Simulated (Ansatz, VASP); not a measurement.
## W in VASP and in Ansatz

```
CELL_PARAMETERS angstrom
-1.56769 1.56769 1.56769
1.56769 -1.56769 1.56769
1.56769 1.56769 -1.56769
ATOMIC_POSITIONS crystal
W 0.00000 0.00000 0.00000
```

Alike in both runs: task single point; functional LDA; k mesh 7 × 7 × 7; occupations fermi-dirac, width 0.1 eV; no spin polarisation.

|  | VASP | Ansatz |
| --- | --- | --- |
| version | VASP 6.6.1 | Ansatz 0.2.0 |
| potentials or method | VASP PAW LDA potentials, release 64 (W_sv), cutoff 520 eV | plane waves (420 eV) with PAW, scalar-relativistic |
| valence electrons in the cell | 14 | 14 |

Ansatz gave:

- pressure (GPa): 0.4

Question: What did VASP give for the same quantities?

Answer: Pressure (GPa): 2.3.

Ansatz warns that its potentials were made for another functional, while VASP's fit it. LDA's correlation is that of Perdew and Zunger in VASP and of Perdew and Wang (1992) in Ansatz.

The k mesh is coarse, so the values compare programs but aren't converged. Spin-orbit coupling is off throughout.
